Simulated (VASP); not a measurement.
Runs of VASP 6.6.1 on Al. The structure is that of space group P6_3/mmc (No. 194), or close to it. The cells are those of the table. This isn't the form of Al at room conditions, which is fcc.

```csv
cell,gap on the mesh (eV),pressure (GPa)
"a = 2.801, b = 2.801, c = 9.009 Å, angles 90.0, 90.0, 120.0°, 4 atoms",none,2.0
"a = 2.838, b = 2.838, c = 8.950 Å, angles 90.0, 90.0, 120.0°, 4 atoms",none,0.2
"a = 2.727, b = 2.727, c = 9.504 Å, angles 90.0, 90.0, 120.0°, 4 atoms",none,2.6
"a = 2.764, b = 2.764, c = 9.441 Å, angles 90.0, 90.0, 120.0°, 4 atoms",none,(b)
"a = 2.857, b = 2.857, c = 8.655 Å, angles 90.0, 90.0, 120.0°, 4 atoms",none,2.7
"a = 2.877, b = 2.877, c = 8.714 Å, angles 90.0, 90.0, 120.0°, 4 atoms",none,0.8
"a = 2.838, b = 2.838, c = 8.772 Å, angles 90.0, 90.0, 120.0°, 4 atoms",none,2.4
"a = 2.763, b = 2.763, c = 9.253 Å, angles 90.0, 90.0, 120.0°, 4 atoms",none,(a)
```

Alike in all rows: task single point; level PBEsol+D3(BJ); potentials or basis VASP PAW PBE potentials, release 64 (Al); no spin polarisation; k mesh 18 × 18 × 6; cutoff (eV) 520; smearing gaussian 0.15 eV.

Q: Estimate the missing entries.

A: (a) 2.1; (b) 0.3.

Caveats: the PAW data sets were made with another functional, which shifts forces and pressure a little.

A gap of «none» marks levels without a gap at the run's occupations.
